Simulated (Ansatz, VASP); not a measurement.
Ti4C in VASP and in Ansatz

```
Ti C
1.0
     4.22685    0.00000    0.00000
     0.00000    4.22685    0.00000
     0.00000    0.00000    4.22685
Ti C
4 1
Direct
  0.00000 0.00000 0.00000
  0.50000 0.50000 0.00000
  0.50000 0.00000 0.50000
  0.00000 0.50000 0.50000
  0.50000 0.50000 0.50000
```

Change from the starting cell: species swapped into the Ni4N type (Pm-3m, No. 221).

Alike in both runs: functional PBE; k mesh 4 × 4 × 4; occupations gaussian, width 0.1 eV; no spin polarisation.

Ansatz relaxed the structure, and its values are those at the end. VASP's run is a single point on that final structure, the one shown.

|  | VASP | Ansatz |
| --- | --- | --- |
| version | VASP 6.6.1 | Ansatz 0.2.0 |
| potentials or method | VASP PAW PBE potentials, release 64 (Ti_sv, C), cutoff 520 eV | scalar-relativistic, plane waves, PAW |
| valence electrons in the cell | 52 | 52 |

```tsv
	VASP	Ansatz	Ansatz less VASP
gap on the k mesh at the Fermi level (eV)	none	none	-
pressure (GPa)	-0.1	-0.1	+0.02
```

A gap of «none» marks a metal or a gap that the smearing closes. The functional is the same, so the differences come from potentials, cutoffs and numerics.

The k mesh is coarse, so the values compare programs but aren't converged.
